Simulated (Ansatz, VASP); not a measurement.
CoSi2: VASP beside Ansatz

INCAR

```
PREC     = Accurate       # precision mode
ENCUT    = 520            # plane-wave cutoff, eV
EDIFF    = 1E-6           # SCF threshold, eV
ISMEAR   = 0              # smearing method
SIGMA    = 0.15           # smearing width, eV
LREAL    = F              # projectors in reciprocal space
LASPH    = T              # aspherical terms in the spheres
NELM     = 100            # most SCF steps
ALGO     = Normal         # electronic algorithm
ISIF     = 2              # what is computed and relaxed
LWAVE    = F              # write WAVECAR
LCHARG   = F              # write CHGCAR
GGA      = PS             # functional
NBANDS   = 16             # bands
```

Contents of KPOINTS:

```
regular mesh
0
Gamma
  16 16 16
```

POSCAR

```
CoSi2
1.0
    0.0000000000      2.6562539720      2.6562539720
    2.6562539720      0.0000000000      2.6562539720
    2.6562539720      2.6562539720      0.0000000000
Co Si
1 2
Direct
    0.0000000000      0.0000000000      0.0000000000
    0.2641176259      0.2358823741      0.2641176259
    0.7641176259      0.7358823741      0.7641176259
```

Input for Ansatz:

```yaml
crystal:
  lattice:
    - [0.0, 2.656253972, 2.656253972]
    - [2.656253972, 0.0, 2.656253972]
    - [2.656253972, 2.656253972, 0.0]
  atoms:
    - { symbol: Co, position: [0.0, 0.0, 0.0] }
    - { symbol: Si, position: [0.2641176259, 0.2358823741, 0.2641176259] }
    - { symbol: Si, position: [0.7641176259, 0.7358823741, 0.7641176259] }
basis:
  ecutwfc: 420
kpoints:
  mp_grid: { grid: [16, 16, 16] }
hamiltonian:
  xc: pbesol
scf:
  occupations: { method: gaussian, width: 0.15 }
output:
  forces: true
  stress: true
  eigenvalues: true
```

Change from the starting cell: all Si atoms moved +0.075 Å, as atom 2 along Cartesian [0 1 0].

Alike in both runs: task single point; functional PBEsol; k mesh 16 × 16 × 16; occupations gaussian, width 0.15 eV; no spin polarisation.

|  | VASP | Ansatz |
| --- | --- | --- |
| version | VASP 6.6.1 | Ansatz 0.2.0 |
| potentials or method | VASP PAW PBE potentials, release 64 (Co, Si), cutoff 520 eV | scalar-relativistic, plane waves, PAW |
| valence electrons in the cell | 17 | 25 |

Ansatz gave:

* gap on the k mesh at the Fermi level (eV): none
* pressure (GPa): 0.5
* traceless stress, the component that is largest in VASP (GPa): -0.18
* rms of the force components (eV/Å): 0.381

Task: Which values does VASP return?

Result: gap on the k mesh at the Fermi level (eV): none; pressure (GPa): 0.5; traceless stress, the component that is largest in VASP (GPa): -0.19; rms of the force components (eV/Å): 0.386.

VASP's potentials were made for PBE, not for PBEsol. Atom by atom the forces differ by 0.005 eV/Å (rms over components). A gap of «none» marks a metal or a gap that the smearing closes. VASP's potentials hold 17 valence electrons a cell and Ansatz's 25, so a difference there can come from the potentials and not from the codes.
